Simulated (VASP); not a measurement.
# Mg4S (P2_1/m) in VASP: relaxation of cell and atoms with PBE

Aim: the relaxation of cell and atoms of Mg4S with PBE.

Everything below comes from runs of VASP 6.6.1. Logs are shortened: lines on timing, memory, paths and dates and some standing lists are left out, and cuts for length are marked.

## 1. The cell of the first run

The structure is monoclinic, space group P2_1/m (No. 11). The conventional cell has a = 6.482 Å, b = 5.288 Å, c = 6.782 Å, α = 90.00°, β = 104.98°, γ = 90.00°. Within 3.5 Å of Mg (site symmetry m) lie 1 S at 2.50 Å and 10 Mg at 2.98 to 3.50 Å. Mg (site symmetry m) has 1 S at 2.50 Å and 11 Mg at 2.98 to 3.81 Å within 3.9 Å. Mg (site symmetry m) has 1 S at 2.58 Å and 9 Mg at 3.20 to 3.57 Å within 3.6 Å. Mg (site symmetry m) has 3 S at 2.59 to 2.67 Å and 13 Mg at 3.20 to 3.94 Å within 4.0 Å. S (site symmetry m) has 6 Mg at 2.50 to 2.67 Å within 3.3 Å.

## 2. Relaxation of cell and atoms, PBE

INCAR reads:

```
SYSTEM = Mg4S
PREC     = Accurate       ! precision mode
ENCUT    = 600            ! plane-wave cutoff, eV
EDIFF    = 1E-6           ! SCF threshold, eV
ISMEAR   = 0              ! smearing method
SIGMA    = 0.1            ! smearing width, eV
LREAL    = .False.        ! projectors in reciprocal space
LASPH    = .True.         ! aspherical terms in the spheres
NELM     = 60             ! most SCF steps
ALGO     = Fast           ! electronic algorithm
ISIF     = 3              ! what is computed and relaxed
LWAVE    = .False.        ! write WAVECAR
LCHARG   = .False.        ! write CHGCAR
GGA      = PE             ! functional
IBRION   = 2              ! ionic algorithm
NSW      = 100            ! ionic steps
EDIFFG   = -0.01          ! ionic threshold
```

KPOINTS reads:

```
regular mesh
0
Gamma
  6 8 6
  0 0 0
```

POSCAR reads:

```
Mg4S
1.0
    6.4816367544      0.0000000000      0.0000000000
    0.0000000000      5.2881363717      0.0000000000
   -1.7523710533      0.0000000000      6.5513435696
Mg S
8 2
Direct
    0.8658985032      0.7500000000      0.0046091663
    0.1109768558      0.2500000000      0.5513393923
    0.1341014968      0.2500000000      0.9953908337
    0.8890231442      0.7500000000      0.4486606077
    0.3093124992      0.7500000000      0.8271634533
    0.6657563076      0.2500000000      0.6926384292
    0.6906875008      0.2500000000      0.1728365467
    0.3342436924      0.7500000000      0.3073615708
    0.3806777964      0.2500000000      0.3459696008
    0.6193222036      0.7500000000      0.6540303992
```

Potentials or basis: VASP PAW PBE potentials, release 64 (Mg, S).

The run is started by

```sh
> cat potpaw_PBE.64/Mg/POTCAR potpaw_PBE.64/S/POTCAR > POTCAR
> mpirun -np 1 vasp_std > vasp.out
```

OUTCAR:

```text
SYSTEM = Mg4S
   PREC = Accurate
   ENCUT = 600
   EDIFF = 1E-6
   ISMEAR = 0
   LREAL = .False.
   LASPH = .True.
   NELM = 60
   ISIF = 3
   GGA = PE
   IBRION = 2
   NSW = 100
   EDIFFG = -0.01

 ion  position               nearest neighbor table
   1  0.866  0.750  0.005-  10 2.50   4 2.98   3 3.17   3 3.17   8 3.20   7 3.20   7 3.20   5 3.39
                             6 3.43   6 3.43   5 3.50
   2  0.111  0.250  0.551-   9 2.50   3 2.98   4 3.00   4 3.00   7 3.22   6 3.27   5 3.30   5 3.30
                             6 3.47   8 3.61   8 3.61
   3  0.134  0.250  0.995-   9 2.50   2 2.98   1 3.17   1 3.17   6 3.20   5 3.20   5 3.20   7 3.39
                             8 3.43   8 3.43   7 3.50
   4  0.889  0.750  0.449-  10 2.50   1 2.98   2 3.00   2 3.00   5 3.22   8 3.27   7 3.30   7 3.30
                             8 3.47   6 3.61   6 3.61
   5  0.309  0.750  0.827-  10 2.58   3 3.20   3 3.20   8 3.22   4 3.22   2 3.30   2 3.30   1 3.39
                             1 3.50   8 3.57
   6  0.666  0.250  0.693-   9 2.59  10 2.67  10 2.67   3 3.20   7 3.22   2 3.27   1 3.43   1 3.43
                             2 3.47   7 3.57   4 3.61   4 3.61
   7  0.691  0.250  0.173-   9 2.58   1 3.20   1 3.20   6 3.22   2 3.22   4 3.30   4 3.30   3 3.39
                             3 3.50   6 3.57
   8  0.334  0.750  0.307-  10 2.59   9 2.67   9 2.67   1 3.20   5 3.22   4 3.27   3 3.43   3 3.43
                             4 3.47   5 3.57   2 3.61   2 3.61
   9  0.381  0.250  0.346-   3 2.50   2 2.50   7 2.58   6 2.59   8 2.67   8 2.67
  10  0.619  0.750  0.654-   1 2.50   4 2.50   5 2.58   8 2.59   6 2.67   6 2.67

  LATTYP: Found a simple monoclinic cell.
 ALAT       =     6.4816367544
 B/A-ratio  =     0.8158643522
 C/A-ratio  =     1.0462881295
 COS(beta)  =    -0.2583985569

  Lattice vectors:

 A1 = (   6.4816367544,   0.0000000000,   0.0000000000)
 A2 = (   0.0000000000,   5.2881363717,   0.0000000000)
 A3 = (  -1.7523710533,   0.0000000000,   6.5513435696)

Analysis of symmetry for initial positions (statically):
=====================================================================
 Subroutine PRICEL returns:
 Original cell was already a primitive cell.

 Routine SETGRP: Setting up the symmetry group for a
 simple monoclinic supercell.

 Subroutine GETGRP returns: Found  4 space group operations
 (whereof  2 operations were pure point group operations)
 out of a pool of  4 trial point group operations.

The static configuration has the point symmetry S_2 .
 The point group associated with its full space group is C_2h.

Analysis of symmetry for dynamics (positions and initial velocities):
=====================================================================
 Subroutine PRICEL returns:
 Original cell was already a primitive cell.

 Routine SETGRP: Setting up the symmetry group for a
 simple monoclinic supercell.

 Subroutine GETGRP returns: Found  4 space group operations
 (whereof  2 operations were pure point group operations)
 out of a pool of  4 trial point group operations.

The dynamic configuration has the point symmetry S_2 .
 The point group associated with its full space group is C_2h.

 Subroutine INISYM returns: Found  4 space group operations
 (whereof  2 operations are pure point group operations),
 and found     1 'primitive' translations

----------------------------------------------------------------------------------------

                                     Primitive cell

  volume of cell :     224.5524

  direct lattice vectors                    reciprocal lattice vectors
     6.481636754  0.000000000  0.000000000     0.154282018  0.000000000  0.041267770
     0.000000000  5.288136372  0.000000000     0.000000000  0.189102536  0.000000000
    -1.752371053  0.000000000  6.551343570     0.000000000  0.000000000  0.152640445

  length of vectors
     6.481636754  5.288136372  6.781659596     0.159705886  0.189102536  0.152640445

  position of ions in fractional coordinates (direct lattice)
     0.865898503  0.750000000  0.004609166
     0.110976856  0.250000000  0.551339392
     0.134101497  0.250000000  0.995390834
     0.889023144  0.750000000  0.448660608
     0.309312499  0.750000000  0.827163453
     0.665756308  0.250000000  0.692638429
     0.690687501  0.250000000  0.172836547
     0.334243692  0.750000000  0.307361571
     0.380677796  0.250000000  0.345969601
[... 39 lines left out ...]
 Found    100 irreducible k-points:

 Following reciprocal coordinates:
            Coordinates               Weight
  0.000000  0.000000  0.000000      1.000000
  0.166667  0.000000  0.000000      2.000000
  0.333333  0.000000  0.000000      2.000000
  0.500000  0.000000  0.000000      1.000000
  0.000000  0.125000  0.000000      2.000000
  0.166667  0.125000  0.000000      4.000000
[... 16 lines left out ...]
  0.333333  0.000000  0.166667      2.000000
  0.500000  0.000000  0.166667      2.000000
 [... further k-points ...]
   k-points           NKPTS =    100   k-points in BZ     NKDIM =    100   number of bands    NBANDS=     20
   number of dos      NEDOS =    301   number of ions     NIONS =     10
   total plane-waves  NPLWV = 122472
   dimension x,y,z NGX =    54 NGY =   42 NGZ =   54
   dimension x,y,z NGXF=   108 NGYF=   84 NGZF=  108
   ions per type =               8   2
   NGX,Y,Z   is equivalent  to a cutoff of  13.85, 13.20, 13.24 a.u.
   NGXF,Y,Z  is equivalent  to a cutoff of  27.70, 26.41, 26.48 a.u.
 SYSTEM =  Mg4S
   PREC   = accura    normal or accurate (medium, high low for compatibility)
   ISTART =      0    job   : 0-new  1-cont  2-samecut
   ICHARG =      2    charge: 1-file 2-atom 10-const
   ISPIN  =      1    spin polarized calculation?
   LNONCOLLINEAR =      F non collinear calculations
   LSORBIT =      F    spin-orbit coupling
   LASPH  =      T    aspherical Exc in radial PAW
   ENCUT  =  600.0 eV  44.10 Ry    6.64 a.u.  12.95 10.56 13.54*2*pi/ulx,y,z
   NELM   =     60;   NELMIN=  2; NELMDL= -5     # of ELM steps
   EDIFF  = 0.1E-05   stopping-criterion for ELM
   LREAL  =      F    real-space projection
   EDIFFG = -.1E-01   stopping-criterion for IOM
   NSW    =    100    number of steps for IOM
   IBRION =      2    ionic relax: 0-MD 1-quasi-New 2-CG
   NFREE  =      1    steps in history (QN), initial steepest desc. (CG)
   ISIF   =      3    stress and relaxation
   ISYM   =      2    0-nonsym 1-usesym 2-fastsym
   POTIM  = 0.5000    time-step for ionic-motion
   TEBEG  =    0.0;   TEEND  =   0.0 temperature during run
   PSTRESS=    0.0 pullay stress
   NELECT =      28.0000    total number of electrons
   NUPDOWN=      -1.0000    fix difference up-down
   EMIN   =  10.00;   EMAX   =-10.00  energy-range for DOS
   EFERMI =   0.00;   METHOD = LEGACY
   ISMEAR =     0;   SIGMA  =   0.10  broadening in eV -4-tet -1-fermi 0-gaus
   EFERMI_NEDOS =   21; number of points for ismear=-14 and -15
   IALGO  =     68    algorithm
   IMIX   =      4    mixing-type and parameters
     AMIX     =   0.40;   BMIX     =  1.00
     AMIX_MAG =   1.60;   BMIX_MAG =  1.00
  volume/ion in A,a.u.               =      22.46       151.54
  Fermi-wavevector in a.u.,A,eV,Ry     =   0.817878  1.545564  9.101259  0.668924
  Thomas-Fermi vector in A             =   1.928404
   LORBIT       =      0    0 simple, 1 ext, 2 COOP (PROOUT), +10 PAW based schemes
   GGA     = PE    functional components
   LHFCALC =     F    Hartree Fock is set to
   AEXX    =    0.0000 exact exchange contribution
   IVDW    =     0    specifies the selected vdW correction
   LEPSILON=     F    determine dielectric tensor
   LRPA    =     F    only Hartree local field effects (RPA)
 conjugate gradient relaxation of ions
 non-spin polarized calculation
 RMM-DIIS sequential band-by-band and
 Gauss-broadening in eV      SIGMA  =   0.10
  energy-cutoff  :      600.00
  volume of cell :      224.55
 maximum number of plane-waves:      7528
 NGX is ok and might be reduce to    54
   NGX = 25   NGY = 21   NGZ = 27

--------------------------------------- Ionic step        1  -------------------------------------------

 number of electron      28.0000000 magnetization

 Free energy of the ion-electron system (eV)
  ---------------------------------------------------
  ext. energy  EPLUGINS =         0.00000000
  ---------------------------------------------------
  free energy    TOTEN  =       -23.86089686 eV

  energy without entropy =      -23.84804458  energy(sigma->0) =      -23.85447072

------------------------ aborting loop because EDIFF is reached ----------------------------------------

  FORCE on cell =-STRESS in cart. coord.  units (eV):
  Direction    XX          YY          ZZ          XY          YZ          ZX
  --------------------------------------------------------------------------------------
  -------------------------------------------------------------------------------------
  Total       -0.0643567     -0.3748168      0.1385687      0.0000000      0.0000000     -0.0720411
  in kB       -0.4591836     -2.6743112      0.9886850      0.0000000      0.0000000     -0.5140117
  external PRESSURE =      -0.7149366 kB  Pullay stress =       0.0000000 kB
[... 113 lines left out ...]
  FREE ENERGIE OF THE ION-ELECTRON SYSTEM (eV)
  ---------------------------------------------------
  free  energy   TOTEN  =       -23.8621589246 eV

  energy  without entropy=      -23.8492571978  energy(sigma->0) =      -23.85570806

[... ionic steps 4 to 7 ...]

--------------------------------------- Ionic step        8  -------------------------------------------

 number of electron      28.0000001 magnetization

------------------------ aborting loop because EDIFF is reached ----------------------------------------
[... 83 lines left out ...]
--------------------------------------- Ionic step       10  -------------------------------------------

 number of electron      28.0000001 magnetization

 Free energy of the ion-electron system (eV)
  ---------------------------------------------------
  ext. energy  EPLUGINS =         0.00000000
  ---------------------------------------------------
  free energy    TOTEN  =       -23.86269384 eV

  energy without entropy =      -23.84981469  energy(sigma->0) =      -23.85625427

 E-fermi :   3.2917     XC(G=0):  -8.6293

 val. band max:        3.2911194243   @ k =   0.5000   0.2500   0.0000
 cond. band min:       3.3005513725   @ k =  -0.3333   0.1250   0.3333
 fundamental gap:      0.0094319482
 Fermi energy:         3.2916661111

 k-point     1 :       0.0000    0.0000    0.0000
  band No.  band energies     occupation
      1     -10.7644      2.00000
      2     -10.1009      2.00000
      3      -2.5464      2.00000
      4      -2.0362      2.00000
      5      -1.8938      2.00000
      6      -1.7247      2.00000
[... 541 lines left out ...]
     19       5.2108      0.00000
     20       5.4746      0.00000

 [... further k-points ...]

------------------------ aborting loop because EDIFF is reached ----------------------------------------

  FORCE on cell =-STRESS in cart. coord.  units (eV):
  Direction    XX          YY          ZZ          XY          YZ          ZX
  --------------------------------------------------------------------------------------
  -------------------------------------------------------------------------------------
  Total       -0.0062530     -0.0158875     -0.0139684      0.0000000      0.0000000      0.0081681
  in kB       -0.0447133     -0.1136074     -0.0998841      0.0000000      0.0000000      0.0584078
  external PRESSURE =      -0.0860683 kB  Pullay stress =       0.0000000 kB
[... 25 lines left out ...]
  FREE ENERGIE OF THE ION-ELECTRON SYSTEM (eV)
  ---------------------------------------------------
  free  energy   TOTEN  =       -23.8626938445 eV

  energy  without entropy=      -23.8498146931  energy(sigma->0) =      -23.85625427

 reached required accuracy - stopping structural energy minimisation
```

Wall time 55 min (1 thread of Oxide Virtual Turin-like, shared host); peak memory 0.68 GiB.

Results:

- Free energy: -23.8627 eV
- Relaxed volume: 22.41 Å³/atom
- Relaxed cell: a = 6.479 Å, b = 5.265 Å, c = 6.805 Å, α = 90.00°, β = 105.18°, γ = 90.00°
- Space group after relaxing (to 0.1 Å): P2_1/m (No. 11)
- Energy gained by relaxing: 0.2 meV/atom
- Ionic steps: 10
- Pressure after relaxing: 0.0 GPa
- Largest force after relaxing: 0.007 eV/Å
- Band gap on the k mesh: zero (bands 14 and 15 overlap by 0.71 eV)

Forces on the atoms (eV/Å):
```
Mg  -0.001  0.000 -0.003
Mg  -0.001  0.000 -0.007
Mg   0.001  0.000  0.003
Mg   0.001  0.000  0.007
Mg   0.001  0.000 -0.001
Mg  -0.001  0.000  0.003
Mg  -0.001  0.000  0.001
Mg   0.001  0.000 -0.003
S   -0.005  0.000 -0.002
S    0.005  0.000  0.002
```

The path:
```csv
step,energy change (eV),largest force (eV/Å),pressure (GPa),volume (Å³)
1,0.0000,0.0247,-0.07,224.55
2,-0.0008,0.0181,-0.02,224.23
3,-0.0013,0.0179,0.07,223.71
4,-0.0014,0.0135,0.00,224.02
5,-0.0014,0.0138,-0.03,224.15
6,-0.0016,0.0105,-0.02,224.11
7,-0.0017,0.0106,0.00,224.00
8,-0.0017,0.0101,0.01,223.96
9,-0.0018,0.0107,0.01,223.91
10,-0.0018,0.0071,-0.01,224.06
```

Final structure:
```yaml
crystal:
  lattice:
    - [6.47925, 0.00000, -0.01462]
    - [0.00000, 5.26540, 0.00000]
    - [-1.76653, 0.00000, 6.57154]
  atoms:
    - { symbol: Mg, position: [0.86611, 0.75000, 0.00662] }
    - { symbol: Mg, position: [0.11145, 0.25000, 0.55049] }
    - { symbol: Mg, position: [0.13389, 0.25000, 0.99338] }
    - { symbol: Mg, position: [0.88855, 0.75000, 0.44951] }
    - { symbol: Mg, position: [0.30962, 0.75000, 0.82808] }
    - { symbol: Mg, position: [0.66444, 0.25000, 0.69314] }
    - { symbol: Mg, position: [0.69038, 0.25000, 0.17192] }
    - { symbol: Mg, position: [0.33556, 0.75000, 0.30686] }
    - { symbol: S, position: [0.38053, 0.25000, 0.34470] }
    - { symbol: S, position: [0.61947, 0.75000, 0.65530] }
```

Levels at points of the mesh, in eV from the Fermi level:
```tsv
k point	band 12	band 13	band 14	band 15	band 16	band 17
(0.00, 0.00, 0.00)	-1.24	-0.86	-0.14	0.87	1.35	1.38
(0.50, 0.00, 0.00)	-1.62	-0.38	-0.27	0.58	1.07	1.08
(0.00, 0.50, 0.00)	-1.59	-1.16	-1.16	-0.38	-0.38	1.52
(0.50, 0.50, 0.00)	-2.16	-0.69	-0.69	0.73	0.73	1.93
(0.00, 0.00, 0.50)	-0.55	-0.20	0.26	0.39	0.45	0.57
(0.50, 0.00, 0.50)	-1.31	-0.30	0.17	0.31	0.41	1.60
(0.00, 0.50, 0.50)	-2.63	-0.21	-0.21	0.65	0.65	1.59
(0.50, 0.50, 0.50)	-2.00	-0.65	-0.65	0.66	0.66	1.85
```

Caveat: semilocal functionals underestimate gaps, and a narrow one can read as zero.
